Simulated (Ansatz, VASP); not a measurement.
# Si4O in VASP and in Ansatz

Contents of INCAR:

```
PREC = Accurate
ENCUT = 520
EDIFF = 1E-6
ISMEAR = 0
SIGMA = 0.05
LREAL = False
LASPH = True
NELM = 150
ALGO = Normal
ISIF = 2
LWAVE = False
LCHARG = True
ISPIN = 2
MAGMOM = 0 0 0 0 2
LORBIT = 11
LDIPOL = True
IDIPOL = 3
DIPOL = 0.5 0.5 0.329
GGA = PE
IVDW = 12
LELF = True
LVHAR = True
LVACPOTAV = True
NBANDS = 23
```

The input KPOINTS:

```
regular mesh
0
Gamma
  7 7 1
```

File POSCAR:

```
Si4O
1.0
    3.8333442603      0.0000000000      0.0000000000
    0.0000000000      3.8333442603      0.0000000000
    0.0000000000      0.0000000000     21.2034818054
Si O
4 1
Direct
    0.0000000000      0.5000000000      0.1886482624
    0.0000000000      0.0000000000      0.2525666261
    0.5000000000      0.0000000000      0.3191936744
    0.5000000000      0.5000000000      0.3821769405
    1.0000000000      0.8750000000      0.5000821046
```

Input for Ansatz:

```yaml
crystal:
  lattice:
    - [3.8333442603, 0.0, 0.0]
    - [0.0, 3.8333442603, 0.0]
    - [0.0, 0.0, 21.2034818054]
  atoms:
    - { symbol: Si, position: [0.0, 0.5, 0.1886482624] }
    - { symbol: Si, position: [0.0, 0.0, 0.2525666261] }
    - { symbol: Si, position: [0.5, 0.0, 0.3191936744] }
    - { symbol: Si, position: [0.5, 0.5, 0.3821769405] }
    - { symbol: O, position: [1.0, 0.875, 0.5000821046], spin: 2.0 }
basis:
  ecutwfc: 420
kpoints:
  mp_grid: { grid: [7, 7, 1] }
hamiltonian:
  xc: pbe
  pseudopotentials: { kind: paw, azcp: { folder: soft_1 } }
  dispersion: d3bj
scf:
  occupations: { method: gaussian, width: 0.05 }
output:
  forces: true
  eigenvalues: true
  populations: true
  write_density: true
  write_potential: true
  elf: true
  volumetric_format: npy
magnetization:
  spin_polarized: true
efield:
  axis: 3
  dipole_correction: true
  ramp_width: 0.04
```

Alike in both runs: task single point; functional PBE; dispersion D3(BJ); k mesh 7 × 7 × 1; occupations gaussian, width 0.05 eV; collinear spin.

|  | VASP | Ansatz |
| --- | --- | --- |
| version | VASP 6.6.1 | Ansatz 0.2.0 |
| potentials or method | VASP PAW PBE potentials, release 64 (Si, O), cutoff 520 eV | scalar-relativistic, plane waves, PAW |
| valence electrons in the cell | 22 | 22 |

|  | VASP | Ansatz | Ansatz less VASP |
| --- | --- | --- | --- |
| gap on the k mesh at the Fermi level (eV) | none | none | - |
| rms of the force components (eV/Å) | 0.204 | 0.180 | -0.0245 |
| net moment per atom (μB) | 0.41 | 0.39 | -0.024 |
| size of the moment on the site where the two differ most (μB) | 1.42 | 1.78 | +0.365 |
| work function, face that differs most (eV) | 7.52 | 7.56 | +0.034 |

Site moments also hang on the region over which each program counts them. Atom by atom the forces differ by 0.034 eV/Å (rms over components). A gap of «none» marks a metal or a gap that the smearing closes. Ansatz's warnings: xc potential rough in thin density.
